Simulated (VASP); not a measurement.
Set up this calculation in VASP 6.6.1, as the native input.

```yaml
Task: single point
Functional: PBEsol
Potentials_or_basis: VASP PAW PBE potentials, release 64 (Cd_sv_GW, F)
Cutoff: 700 eV
k_mesh: 8 × 8 × 8
Occupations: gaussian, width 0.05 eV
Spin: no spin polarisation
Dipole_correction: no
Further_INCAR_settings: ALGO = Normal; EDIFF = 1e-06; NBANDS = 24
```

The structure of CdF2 lies in POSCAR:

```
CdF2
1.0
    0.0000000000      2.6088568604      2.4079748821
    2.6088568604      0.0000000000      2.4079748821
    2.6088568604      2.6088568604      0.0000000000
Cd F
1 2
Direct
    0.0000000000      0.0000000000      0.0000000000
    0.2500000000      0.2500000000      0.2500000000
    0.7500000000      0.7500000000      0.7500000000
```

One way to write it, as run:

INCAR

```
SYSTEM = CdF2
ALGO = Normal
EDIFF = 1E-6
ENCUT = 700
GGA = PS
GGA_COMPAT = .FALSE.
ISIF = 2
ISMEAR = 0
LASPH = .TRUE.
LCHARG = .TRUE.
LELF = .TRUE.
LREAL = .FALSE.
LVHAR = .TRUE.
LWAVE = .FALSE.
NBANDS = 24
NELM = 120
PREC = Accurate
SIGMA = 0.05
```

KPOINTS

```
k-points
0
G
  8 8 8
  0 0 0
```

Potentials or basis: VASP PAW PBE potentials, release 64 (Cd_sv_GW, F).

Run with:

```sh
$ cat potpaw_PBE.64/Cd_sv_GW/POTCAR potpaw_PBE.64/F/POTCAR > POTCAR
$ mpirun -np 1 vasp_std > vasp.out
```

It gave:

- Pressure: 28.3 GPa
- Band gap on the k mesh: 3.38 eV (least direct gap 3.61 eV)

Caveat: the stress differs along the axes, from 25 to 35 GPa; the PAW data sets were made with another functional, which shifts forces and pressure a little.

It took 32 s on 1 thread of Intel(R) Xeon(R) 6975P-C (Granite Rapids) (shared host), peak memory 0.23 GiB.
